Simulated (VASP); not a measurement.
A run of VASP 6.6.1:

File INCAR:

```
SYSTEM = AlN
  ALGO = Normal
  EDIFF = 1E-6
  EDIFFG = -0.01
  ENCUT = 520
  GGA = PE
  IBRION = 2
  ISIF = 2
  ISMEAR = -1
  LASPH = .TRUE.
  LCHARG = .FALSE.
  LREAL = Auto
  LWAVE = .FALSE.
  NELM = 60
  NSW = 100
  PREC = Accurate
  SIGMA = 0.01
```

KPOINTS

```
Automatic mesh
0
Gamma
  1 1 1
  0.25 0.25 0.25
```

The input POSCAR:

```
AlN
1.0
    6.2595139128      0.0000000578      0.0000000000
   -3.1297570064      5.4208980350      0.0000000000
    0.0000000000      0.0000000000     10.0348065929
Al N
16 16
Direct
    0.3333333334      0.1666666666      0.2496176869
    0.1666666666      0.3333333334      0.4996176869
    0.3333333334      0.1666666666      0.7496176869
    0.1666666666      0.3333333334      0.9996176869
    0.3333333334      0.6666666666      0.2496176869
    0.1666666666      0.8333333333      0.4996176869
    0.3333333334      0.6666666666      0.7496176869
    0.1666666666      0.8333333333      0.9996176869
    0.8333333333      0.1666666666      0.2496176869
    0.6666666666      0.3333333334      0.4996176869
    0.8333333333      0.1666666666      0.7496176869
    0.6666666666      0.3333333334      0.9996176869
    0.8333333333      0.6666666666      0.2496176869
    0.6666666666      0.8333333333      0.4996176869
    0.8333333333      0.6666666666      0.7496176869
    0.6666666666      0.8333333333      0.9996176869
    0.3333333334      0.1666666666      0.4403823131
    0.1666666666      0.3333333334      0.1903823131
    0.3333333334      0.1666666666      0.9403823131
    0.1666666666      0.3333333334      0.6903823131
    0.3333333334      0.6666666666      0.4403823131
    0.1666666666      0.8333333333      0.1903823131
    0.3333333334      0.6666666666      0.9403823131
    0.1666666666      0.8333333333      0.6903823131
    0.8333333333      0.1666666666      0.4403823131
    0.6666666666      0.3333333334      0.1903823131
    0.8333333333      0.1666666666      0.9403823131
    0.6666666666      0.3333333334      0.6903823131
    0.8333333333      0.6666666666      0.4403823131
    0.6666666666      0.8333333333      0.1903823131
    0.8333333333      0.6666666666      0.9403823131
    0.6666666666      0.8333333333      0.6903823131
```

Potentials or basis: VASP PAW PBE potentials, release 64 (Al, N).

Run with:

```sh
$ cat potpaw_PBE.64/Al/POTCAR potpaw_PBE.64/N/POTCAR > POTCAR
$ mpirun -np 1 vasp_std > vasp.out
```

Hardware: 1 thread of Intel(R) Xeon(R) Platinum 8375C CPU @ 2.90GHz (Ice Lake), on a shared host.

Q: Estimate the wall time of this run.

A: It took 2 min on 1 thread of Intel(R) Xeon(R) Platinum 8375C CPU @ 2.90GHz (Ice Lake) (shared host), peak memory 0.46 GiB. Counts: scf iterations 26, k points 1, ion steps 3.
